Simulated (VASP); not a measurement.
# V (Im-3m) in VASP: further runs

Aim: see how the results for V move with the level of theory and the settings. Levels: PBEsol, PBE. Tasks: single point.

Everything below comes from runs of VASP 6.6.1. Logs are shortened: lines on timing, memory, paths and dates and some standing lists are left out, and cuts for length are marked.

## (1) The cell of the first run

The structure is cubic, space group Im-3m (No. 229). The conventional cell has a = 3.026 Å, b = 3.026 Å, c = 3.026 Å, α = 90.00°, β = 90.00°, γ = 90.00°. Within 3.5 Å of V (site symmetry m-3m) lie 14 V at 2.62 to 3.03 Å.

## (2) Single point, PBEsol

INCAR reads:

```
  PREC = Accurate
  ENCUT = 520
  EDIFF = 1E-6
  ISMEAR = 0
  SIGMA = 0.1
  LREAL = False
  LASPH = True
  NELM = 80
  ALGO = Fast
  ISIF = 2
  LWAVE = False
  LCHARG = False
  GGA = PS
  NBANDS = 12
```

KPOINTS reads:

```
regular mesh
0
Gamma
  5 5 5
```

POSCAR reads:

```
V
1.0
   -1.5130000000      1.5130000000      1.5130000000
    1.5130000000     -1.5130000000      1.5130000000
    1.5130000000      1.5130000000     -1.5130000000
V
1
Direct
    0.1652346332      0.1652346332      0.0000000000
```

Potentials or basis: VASP PAW PBE potentials, release 64 (V_sv).

Launch:

```
$ cat potpaw_PBE.64/V_sv/POTCAR > POTCAR
$ mpirun -np 1 vasp_std > vasp.out
```

OUTCAR:

```text
PREC = Accurate
   ENCUT = 520
   EDIFF = 1E-6
   ISMEAR = 0
   LREAL = False
   LASPH = True
   NELM = 80
   ISIF = 2
   GGA = PS

 ion  position               nearest neighbor table
   1  0.165  0.165  0.000-

  LATTYP: Found a body centered cubic cell.
 ALAT       =     3.0260000000

  Lattice vectors:

 A1 = (  -1.5130000000,   1.5130000000,   1.5130000000)
 A2 = (   1.5130000000,  -1.5130000000,   1.5130000000)
 A3 = (   1.5130000000,   1.5130000000,  -1.5130000000)

Analysis of symmetry for initial positions (statically):
=====================================================================
 Subroutine PRICEL returns:
 Original cell was already a primitive cell.

 Routine SETGRP: Setting up the symmetry group for a
 body centered cubic supercell.

 Subroutine GETGRP returns: Found 48 space group operations
 (whereof  8 operations were pure point group operations)
 out of a pool of 48 trial point group operations.

The static configuration has the point symmetry C_4v.
 The point group associated with its full space group is O_h .

Analysis of symmetry for dynamics (positions and initial velocities):
=====================================================================
 Subroutine PRICEL returns:
 Original cell was already a primitive cell.

 Routine SETGRP: Setting up the symmetry group for a
 body centered cubic supercell.

 Subroutine GETGRP returns: Found 48 space group operations
 (whereof  8 operations were pure point group operations)
 out of a pool of 48 trial point group operations.

The dynamic configuration has the point symmetry C_4v.
 The point group associated with its full space group is O_h .

 Subroutine INISYM returns: Found 48 space group operations
 (whereof  8 operations are pure point group operations),
 and found     1 'primitive' translations

----------------------------------------------------------------------------------------

                                     Primitive cell

  volume of cell :      13.8541

  direct lattice vectors                    reciprocal lattice vectors
    -1.513000000  1.513000000  1.513000000     0.000000000  0.330469266  0.330469266
     1.513000000 -1.513000000  1.513000000     0.330469266  0.000000000  0.330469266
     1.513000000  1.513000000 -1.513000000     0.330469266  0.330469266  0.000000000

  length of vectors
     2.620592872  2.620592872  2.620592872     0.467354118  0.467354118  0.467354118

  position of ions in fractional coordinates (direct lattice)
     0.165234633  0.165234633  0.000000000

  ion indices of the primitive-cell ions
   primitive index   ion index
                 1           1

----------------------------------------------------------------------------------------

 KPOINTS: regular mesh

Automatic generation of k-mesh.
 Grid dimensions read from file:
 generate k-points for:    5    5    5

 Generating k-lattice:

  Cartesian coordinates                     Fractional coordinates (reciprocal lattice)
     0.000000000  0.066093853  0.066093853     0.200000000  0.000000000  0.000000000
     0.066093853  0.000000000  0.066093853     0.000000000  0.200000000  0.000000000
     0.066093853  0.066093853  0.000000000     0.000000000  0.000000000  0.200000000

  Length of vectors
     0.093470824  0.093470824  0.093470824

  Shift w.r.t. Gamma in fractional coordinates (k-lattice)
     0.000000000  0.000000000  0.000000000

 Subroutine IBZKPT returns following result:
 ===========================================

 Found     10 irreducible k-points:

 Following reciprocal coordinates:
            Coordinates               Weight
  0.000000  0.000000  0.000000      1.000000
  0.200000  0.000000  0.000000     12.000000
  0.400000  0.000000  0.000000     12.000000
  0.200000  0.200000  0.000000     24.000000
  0.400000  0.200000 -0.000000     24.000000
  0.200000  0.200000  0.200000      8.000000
 -0.200000  0.200000  0.200000      6.000000
 -0.400000  0.400000  0.200000     24.000000
 -0.400000 -0.400000  0.200000      8.000000
 -0.400000  0.400000  0.400000      6.000000
   k-points           NKPTS =     10   k-points in BZ     NKDIM =     10   number of bands    NBANDS=     12
   number of dos      NEDOS =    301   number of ions     NIONS =      1
   total plane-waves  NPLWV =   8000
   dimension x,y,z NGX =    20 NGY =   20 NGZ =   20
   dimension x,y,z NGXF=    40 NGYF=   40 NGZF=   40
   ions per type =               1
   NGX,Y,Z   is equivalent  to a cutoff of  12.69, 12.69, 12.69 a.u.
   NGXF,Y,Z  is equivalent  to a cutoff of  25.38, 25.38, 25.38 a.u.
 SYSTEM =  unknown system
   PREC   = accura    normal or accurate (medium, high low for compatibility)
   ISTART =      0    job   : 0-new  1-cont  2-samecut
   ICHARG =      2    charge: 1-file 2-atom 10-const
   ISPIN  =      1    spin polarized calculation?
   LNONCOLLINEAR =      F non collinear calculations
   LSORBIT =      F    spin-orbit coupling
   LASPH  =      T    aspherical Exc in radial PAW
   ENCUT  =  520.0 eV  38.22 Ry    6.18 a.u.   4.87  4.87  4.87*2*pi/ulx,y,z
   NELM   =     80;   NELMIN=  2; NELMDL= -5     # of ELM steps
   EDIFF  = 0.1E-05   stopping-criterion for ELM
   LREAL  =      F    real-space projection
   EDIFFG = 0.1E-04   stopping-criterion for IOM
   NSW    =      0    number of steps for IOM
   IBRION =     -1    ionic relax: 0-MD 1-quasi-New 2-CG
   NFREE  =      0    steps in history (QN), initial steepest desc. (CG)
   ISIF   =      2    stress and relaxation
   ISYM   =      2    0-nonsym 1-usesym 2-fastsym
   POTIM  = 0.5000    time-step for ionic-motion
   TEBEG  =    0.0;   TEEND  =   0.0 temperature during run
   PSTRESS=    0.0 pullay stress
   NELECT =      13.0000    total number of electrons
   NUPDOWN=      -1.0000    fix difference up-down
   EMIN   =  10.00;   EMAX   =-10.00  energy-range for DOS
   EFERMI =   0.00;   METHOD = LEGACY
   ISMEAR =     0;   SIGMA  =   0.10  broadening in eV -4-tet -1-fermi 0-gaus
   EFERMI_NEDOS =   21; number of points for ismear=-14 and -15
   IALGO  =     68    algorithm
   IMIX   =      4    mixing-type and parameters
     AMIX     =   0.40;   BMIX     =  1.00
     AMIX_MAG =   1.60;   BMIX_MAG =  1.00
  volume/ion in A,a.u.               =      13.85        93.49
  Fermi-wavevector in a.u.,A,eV,Ry     =   1.602742  3.028744 34.950411  2.568783
  Thomas-Fermi vector in A             =   2.699515
   LORBIT       =      0    0 simple, 1 ext, 2 COOP (PROOUT), +10 PAW based schemes
   GGA     = PS    functional components
   LHFCALC =     F    Hartree Fock is set to
   AEXX    =    0.0000 exact exchange contribution
   IVDW    =     0    specifies the selected vdW correction
   LEPSILON=     F    determine dielectric tensor
   LRPA    =     F    only Hartree local field effects (RPA)
 non-spin polarized calculation
 RMM-DIIS sequential band-by-band and
 Gauss-broadening in eV      SIGMA  =   0.10
  energy-cutoff  :      520.00
  volume of cell :       13.85
 maximum number of plane-waves:       382
   NGX =  9   NGY =  9   NGZ =  9

 number of electron      13.0000001 magnetization

 Free energy of the ion-electron system (eV)
  ---------------------------------------------------
  ext. energy  EPLUGINS =         0.00000000
  ---------------------------------------------------
  free energy    TOTEN  =        -9.56579867 eV

  energy without entropy =       -9.55234320  energy(sigma->0) =       -9.55907094

 E-fermi :   9.3144     XC(G=0): -12.9089

 val. band max:        9.2788771076   @ k =  -0.4000  -0.4000   0.2000
 cond. band min:       9.3194378120   @ k =   0.2000   0.0000   0.0000
 fundamental gap:      0.0405607044
 Fermi energy:         9.3144122034

 k-point     1 :       0.0000    0.0000    0.0000
  band No.  band energies     occupation
      1     -54.3326      2.00000
      2     -27.7757      2.00000
      3     -27.7757      2.00000
      4     -27.7757      2.00000
      5       2.6815      2.00000
      6       9.5960      0.00007
      7       9.5960      0.00007
      8       9.5960      0.00007
      9      11.5266      0.00000
     10      11.5266      0.00000
     11      29.4877      0.00000
     12      29.4877      0.00000

 k-point     2 :       0.2000    0.0000    0.0000
  band No.  band energies     occupation
      1     -54.2711      2.00000
      2     -28.0711      2.00000
      3     -27.8671      2.00000
      4     -27.7776      2.00000
      5       4.1289      2.00000
      6       9.0374      1.99991
      7       9.3194      0.94334
      8      10.6401      0.00000
      9      11.1847      0.00000
     10      11.5883      0.00000
     11      26.4956      0.00000
     12      28.3589      0.00000

 k-point     3 :       0.4000    0.0000    0.0000
  band No.  band energies     occupation
      1     -54.1702      2.00000
      2     -28.5306      2.00000
      3     -28.0125      2.00000
      4     -27.7809      2.00000
      5       6.0454      2.00000
      6       8.2400      2.00000
      7       9.9485      0.00000
      8      11.4956      0.00000
      9      11.8109      0.00000
     10      12.7330      0.00000
     11      20.4077      0.00000
     12      25.3824      0.00000
[... 76 lines left out ...]
 k-point     9 :      -0.4000   -0.4000    0.2000
  band No.  band energies     occupation
      1     -54.0857      2.00000
      2     -28.3714      2.00000
      3     -28.3714      2.00000
      4     -28.0264      2.00000
      5       7.4114      2.00000
      6       7.4114      2.00000
      7       9.2789      1.38471
      8      12.0499      0.00000
      9      12.0499      0.00000
     10      18.4195      0.00000
     11      18.4195      0.00000
     12      19.8803      0.00000

 k-point    10 :      -0.4000    0.4000    0.4000
  band No.  band energies     occupation
      1     -54.0528      2.00000
      2     -28.3447      2.00000
      3     -28.2886      2.00000
      4     -28.2886      2.00000
      5       6.6969      2.00000
      6       6.7386      2.00000
      7      11.8360      0.00000
      8      11.8360      0.00000
      9      12.4534      0.00000
     10      16.5781      0.00000
     11      20.8668      0.00000
     12      20.8668      0.00000

------------------------ aborting loop because EDIFF is reached ----------------------------------------

  FORCE on cell =-STRESS in cart. coord.  units (eV):
  Direction    XX          YY          ZZ          XY          YZ          ZX
  --------------------------------------------------------------------------------------
  -------------------------------------------------------------------------------------
  Total       -0.8321443     -0.8321443     -0.8321443      0.0000000      0.0000000     -0.0000000
  in kB      -96.2348625    -96.2348625    -96.2348625      0.0000000      0.0000000     -0.0000000
  external PRESSURE =     -96.2348625 kB  Pullay stress =       0.0000000 kB

 VOLUME and BASIS-vectors are now :
 -----------------------------------------------------------------------------
  energy-cutoff  :      520.00
  volume of cell :       13.85
      direct lattice vectors                 reciprocal lattice vectors
    -1.513000000  1.513000000  1.513000000     0.000000000  0.330469266  0.330469266
     1.513000000 -1.513000000  1.513000000     0.330469266  0.000000000  0.330469266
     1.513000000  1.513000000 -1.513000000     0.330469266  0.330469266  0.000000000

 POSITION                                       TOTAL-FORCE (eV/Angst)
 -----------------------------------------------------------------------------------
      0.00000      0.00000      0.50000         0.000000      0.000000     -0.000000
 -----------------------------------------------------------------------------------
    total drift:                                0.000000      0.000000      0.000051

  FREE ENERGIE OF THE ION-ELECTRON SYSTEM (eV)
  ---------------------------------------------------
  free  energy   TOTEN  =        -9.5657986705 eV

  energy  without entropy=       -9.5523432046  energy(sigma->0) =       -9.55907094
```

Run time: 2.7 s. Hardware: 1 thread of Intel Xeon 6975P-C (Granite Rapids), shared host; peak memory 0.11 GiB.

Results:

```yaml
Free_energy: -9.5658 eV
Pressure: -9.6 GPa
```

Caveat: the k points lie up to 0.59 Å⁻¹ apart; the PAW data sets were made with another functional, which shifts forces and pressure a little.

## (3) Single point, PBE, collinear spin, ferromagnetic start

INCAR reads:

```
SYSTEM = V
PREC = Accurate ; ENCUT = 520
EDIFF = 1E-7 ; ISMEAR = 1
SIGMA = 0.0078 ; LREAL = .False.
LASPH = .True. ; NELM = 150
ALGO = Fast ; ISIF = 2
LWAVE = .False. ; LCHARG = .False.
ISPIN = 2 ; MAGMOM = 0.51
LORBIT = 11 ; LMAXMIX = 4
GGA = PE ; NBANDS = 16
```

KPOINTS reads:

```
regular mesh
0
Gamma
  3 3 3
  0 0 0
```

POSCAR: that of step 2 with these lines changed.

```diff
@@ -8,2 +8,2 @@
 Direct
-    0.1652346332      0.1652346332      0.0000000000
+    0.0000000000      0.0000000000      0.0000000000
```

Potentials or basis: VASP PAW PBE potentials, release 64 (V_sv).

Launch:

```
$ cat potpaw_PBE.64/V_sv/POTCAR > POTCAR
$ mpirun -np 1 vasp_std > vasp.out
```

OUTCAR:

```text
SYSTEM = V
   PREC = Accurate
   ENCUT = 520
   EDIFF = 1E-7
   ISMEAR = 1
   LREAL = .False.
   LASPH = .True.
   NELM = 150
   ISIF = 2
   ISPIN = 2
   LORBIT = 11
   GGA = PE

 ion  position               nearest neighbor table
   1  0.000  0.000  0.000-

  LATTYP: Found a body centered cubic cell.
 ALAT       =     3.0260000000

  Lattice vectors:

 A1 = (  -1.5130000000,   1.5130000000,   1.5130000000)
 A2 = (   1.5130000000,  -1.5130000000,   1.5130000000)
 A3 = (   1.5130000000,   1.5130000000,  -1.5130000000)

Analysis of symmetry for initial positions (statically):
=====================================================================
 Subroutine PRICEL returns:
 Original cell was already a primitive cell.

 Routine SETGRP: Setting up the symmetry group for a
 body centered cubic supercell.

 Subroutine GETGRP returns: Found 48 space group operations
 (whereof 48 operations were pure point group operations)
 out of a pool of 48 trial point group operations.

The static configuration has the point symmetry O_h .

Analysis of symmetry for dynamics (positions and initial velocities):
[... 237 lines left out ...]
 spin component 2

 k-point     1 :       0.0000    0.0000    0.0000
  band No.  band energies     occupation
      1     -54.3818      1.00000
      2     -27.7236      1.00000
      3     -27.7236      1.00000
      4     -27.7236      1.00000
      5       3.0797      1.00000
      6       9.8354      0.00000
[... 53 lines left out ...]
      3     -28.1362      1.00000
      4     -28.1362      1.00000
      5       7.3006      1.00000
      6       7.7346      1.00000
[... 8 lines left out ...]
     15      37.1751      0.00000
     16      40.6458      0.00000

------------------------ aborting loop because EDIFF is reached ----------------------------------------

  FORCE on cell =-STRESS in cart. coord.  units (eV):
  Direction    XX          YY          ZZ          XY          YZ          ZX
  --------------------------------------------------------------------------------------
  -------------------------------------------------------------------------------------
  Total       -0.5178828     -0.5178828     -0.5178828      0.0000000      0.0000000      0.0000000
  in kB      -59.8915137    -59.8915137    -59.8915137      0.0000000      0.0000000      0.0000000
  external PRESSURE =     -59.8915137 kB  Pullay stress =       0.0000000 kB

 VOLUME and BASIS-vectors are now :
 -----------------------------------------------------------------------------
  energy-cutoff  :      520.00
  volume of cell :       13.85
      direct lattice vectors                 reciprocal lattice vectors
    -1.513000000  1.513000000  1.513000000     0.000000000  0.330469266  0.330469266
     1.513000000 -1.513000000  1.513000000     0.330469266  0.000000000  0.330469266
     1.513000000  1.513000000 -1.513000000     0.330469266  0.330469266  0.000000000

 POSITION                                       TOTAL-FORCE (eV/Angst)
 -----------------------------------------------------------------------------------
      0.00000      0.00000      0.00000        -0.000000     -0.000000      0.000000
 -----------------------------------------------------------------------------------
    total drift:                                0.000000      0.000000      0.000000

  FREE ENERGIE OF THE ION-ELECTRON SYSTEM (eV)
  ---------------------------------------------------
  free  energy   TOTEN  =        -9.1069432492 eV

  energy  without entropy=       -9.1068353900  energy(sigma->0) =       -9.10690730

 total charge

# of ion       s       p       d       tot
------------------------------------------
    1        2.329   6.228   3.034  11.590

 magnetization (x)

# of ion       s       p       d       tot
------------------------------------------
    1        0.021   0.069   0.229   0.319
```

OSZICAR:

```text
N       E                     dE             d eps       ncg     rms          rms(c)
DAV:   1     0.869830264429E+02    0.86983E+02   -0.64472E+03   256   0.867E+02
DAV:   2    -0.924512301484E+01   -0.96228E+02   -0.93231E+02   296   0.268E+02
DAV:   3    -0.105302492331E+02   -0.12851E+01   -0.12845E+01   288   0.338E+01
DAV:   4    -0.105353466788E+02   -0.50974E-02   -0.50973E-02   344   0.223E+00
DAV:   5    -0.105353942568E+02   -0.47578E-04   -0.47577E-04   288   0.198E-01    0.181E+01
RMM:   6    -0.914371402767E+01    0.13917E+01   -0.14476E+00   285   0.117E+01    0.178E+00
RMM:   7    -0.911565029996E+01    0.28064E-01   -0.41327E-02   276   0.206E+00    0.883E-01
RMM:   8    -0.910071720417E+01    0.14933E-01   -0.10797E-02   274   0.102E+00    0.108E+00
RMM:   9    -0.910662168946E+01   -0.59045E-02   -0.64434E-04   272   0.267E-01    0.195E-01
RMM:  10    -0.910693436938E+01   -0.31268E-03   -0.32368E-04   285   0.162E-01    0.511E-02
RMM:  11    -0.910694463924E+01   -0.10270E-04   -0.22374E-05   284   0.542E-02    0.301E-02
RMM:  12    -0.910694429353E+01    0.34571E-06   -0.49748E-06   298   0.240E-02    0.903E-03
RMM:  13    -0.910694372169E+01    0.57184E-06   -0.93235E-07   271   0.102E-02    0.211E-03
RMM:  14    -0.910694320096E+01    0.52072E-06   -0.93629E-08   190   0.344E-03    0.278E-04
RMM:  15    -0.910694324925E+01   -0.48283E-07   -0.20871E-08   157   0.163E-03
   1 F= -.91069432E+01 E0= -.91069073E+01  d E =-.107859E-03  mag=     0.4815
```

stdout:

```text
POSCAR found type information on POSCAR V
 POSCAR found :  1 types and       1 ions
 scaLAPACK will be used
 LDA part: xc-table for (Slater+PW92), standard interpolation
 POSCAR, INCAR and KPOINTS ok, starting setup
 FFT: planning ... GRIDC
 FFT: planning ... GRID_SOFT
 FFT: planning ... GRID
 WAVECAR not read
 entering main loop
```

Wall time 5.3 s (1 thread of Intel Xeon 6975P-C (Granite Rapids), shared host); peak memory 0.13 GiB.

Results:

* Free energy: -9.1069 eV
* Pressure: -6.0 GPa
* Net moment: 0.48 μB per cell
* Site moments: V +0.32 μB
* Valence electrons inside the program's atomic spheres: V 11.59

Caveat: the k points lie up to 0.98 Å⁻¹ apart.
